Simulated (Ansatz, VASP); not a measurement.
# Na: VASP beside Ansatz

```
Na
1.0
     3.72898    0.00000    0.00000
    -1.86449    3.22939    0.00000
     0.00000    0.00000    6.04185
Na
2
Direct
  0.33333 0.66667 0.25000
  0.66667 0.33333 0.75000
```

Alike in both runs: functional PBEsol; k mesh 12 × 12 × 8; occupations gaussian, width 0.1 eV; no spin polarisation.

Ansatz relaxed the structure, and its values are those at the end. VASP's run is a single point on that final structure, the one shown.

|  | VASP | Ansatz |
| --- | --- | --- |
| version | VASP 6.6.1 | Ansatz 0.2.0 |
| potentials or method | VASP PAW PBE potentials, release 64 (Na_pv), cutoff 520 eV | scalar-relativistic, plane waves, PAW |
| valence electrons in the cell | 14 | 18 |

```tsv
	VASP	Ansatz	Ansatz less VASP
gap on the k mesh at the Fermi level (eV)	none	none	-
pressure (GPa)	0.0	0.0	-0.02
```

VASP's potentials were made for PBE, not for PBEsol. A gap of «none» marks a metal or a gap that the smearing closes. VASP's potentials hold 14 valence electrons a cell and Ansatz's 18, so a difference there can come from the potentials and not from the codes.
